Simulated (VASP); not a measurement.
Wanted: the native input for a VASP 6.6.1 run.

| Item | Value |
| --- | --- |
| Task | single point |
| Functional | PBE |
| Potentials or basis | VASP PAW PBE potentials, release 64 (Sn_d, Se) |
| Cutoff | 520 eV |
| k mesh | 13 × 13 × 13 |
| Occupations | fermi-dirac, width 0.05 eV |
| Spin | no spin polarisation |
| Dipole correction | no |
| Further INCAR settings | ALGO = Normal; EDIFF = 1e-06; NBANDS = 17 |

The structure of SnSe (rocksalt type) lies in POSCAR:

```
SnSe
1.0
    0.0000000000      2.9588057986      2.9588057986
    2.9588057986      0.0000000000      2.9588057986
    2.9588057986      2.9588057986      0.0000000000
Sn Se
1 1
Direct
    0.0000000000      0.0000000000      0.0000000000
    0.5000000000      0.5000000000      0.5000000000
```

One way to write it, as run:

INCAR

```
SYSTEM = SnSe
PREC = Accurate
ENCUT = 520
EDIFF = 1E-6
ISMEAR = -1
SIGMA = 0.05
LREAL = .False.
LASPH = .True.
NELM = 60
ALGO = Normal
ISIF = 2
LWAVE = .False.
LCHARG = .False.
GGA = PE
NBANDS = 17
```

KPOINTS

```
regular mesh
0
Gamma
  13 13 13
  0 0 0
```

Potentials or basis: VASP PAW PBE potentials, release 64 (Sn_d, Se).

Command:

```bash
$ cat potpaw_PBE.64/Sn_d/POTCAR potpaw_PBE.64/Se/POTCAR > POTCAR
$ mpirun -np 1 vasp_std > vasp.out
```

It gave:

```
Pressure : 4.1 GPa
```

It took 20 s on 1 thread of Intel(R) Xeon(R) 6975P-C (Granite Rapids), with other jobs on the host, peak memory 0.22 GiB.
